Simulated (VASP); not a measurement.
Set up this calculation in VASP 6.6.1, as the native input.

* Task: single point
* Functional: PBE
* Potentials or basis: VASP PAW PBE potentials, release 64 (B, N)
* Cutoff: 520 eV
* k mesh: 8 × 8 × 8
* Occupations: gaussian, width 0.01 eV
* Spin: no spin polarisation
* Dipole correction: no
* Further INCAR settings: ALGO = Normal; EDIFF = 1e-06; NBANDS = 11

The structure of BN lies in POSCAR:

```
BN
1.0
    0.0000000000      1.7742291430      1.7742291430
    1.7742291430      0.0000000000      1.7742291430
    1.7742291430      1.7742291430      0.0000000000
B N
1 1
Direct
    0.0000000000      0.0000000000      0.0000000000
    0.2500000000      0.2500000000      0.2500000000
```

This cell differs from its parent crystal: volume changed by -5%.

The input as run:

INCAR

```
SYSTEM = BN
PREC = Accurate
ENCUT = 520
EDIFF = 1E-6
ISMEAR = 0
SIGMA = 0.01
LREAL = .False.
LASPH = .True.
NELM = 100
ALGO = Normal
ISIF = 2
LWAVE = .False.
LCHARG = .False.
GGA = PE
NBANDS = 11
```

KPOINTS

```
Automatic mesh
0
Gamma
  8 8 8
  0 0 0
```

Potentials or basis: VASP PAW PBE potentials, release 64 (B, N).

The run is started by

```console
$ cat potpaw_PBE.64/B/POTCAR potpaw_PBE.64/N/POTCAR > POTCAR
$ mpirun -np 1 vasp_std > vasp.out
```

Results of the run:

```json
{
  "Pressure": "27.1 GPa",
  "Band gap on the k mesh": "4.52 eV, indirect (least direct gap 9.09 eV)"
}
```

It took 4.3 s on 1 thread of AMD EPYC 7R43 64-Core Processor (Zen 3), on a shared host, peak memory 0.08 GiB.
